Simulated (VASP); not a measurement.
Cs, 1 atom in the cell. It takes space group Fm-3m (No. 225, cubic). The conventional cell has a = 7.897 Å, b = 7.897 Å, c = 7.897 Å, α = 90.00°, β = 90.00°, γ = 90.00°. 

* Program: VASP 6.6.1
* Task: relaxation of cell and atoms
* Functional: PBEsol
* Potentials or basis: VASP PAW PBE potentials, release 64 (Cs_sv)
* Cutoff: 600 eV
* k mesh: 6 × 6 × 6
* Occupations: fermi-dirac, width 0.05 eV
* Spin: no spin polarisation
* Target pressure: 10 GPa
* Dipole correction: no
* Further INCAR settings: ALGO = Normal; EDIFF = 1e-06; IBRION = 2; EDIFFG = -0.005; NSW = 80; ISIF = 3

Potentials or basis: VASP PAW PBE potentials, release 64 (Cs_sv).

Run with:

```bash
$ cat potpaw_PBE.64/Cs_sv/POTCAR > POTCAR
$ mpirun -np 1 vasp_std > vasp.out
```

Hardware: 1 thread of Intel(R) Xeon(R) 6975P-C (Granite Rapids) (shared host).

Estimate the wall time of this run.

It took 50 s on 1 thread of Intel(R) Xeon(R) 6975P-C (Granite Rapids), on a shared host, peak memory 0.36 GiB. Counts: scf iterations 42, k points 16, ion steps 6.
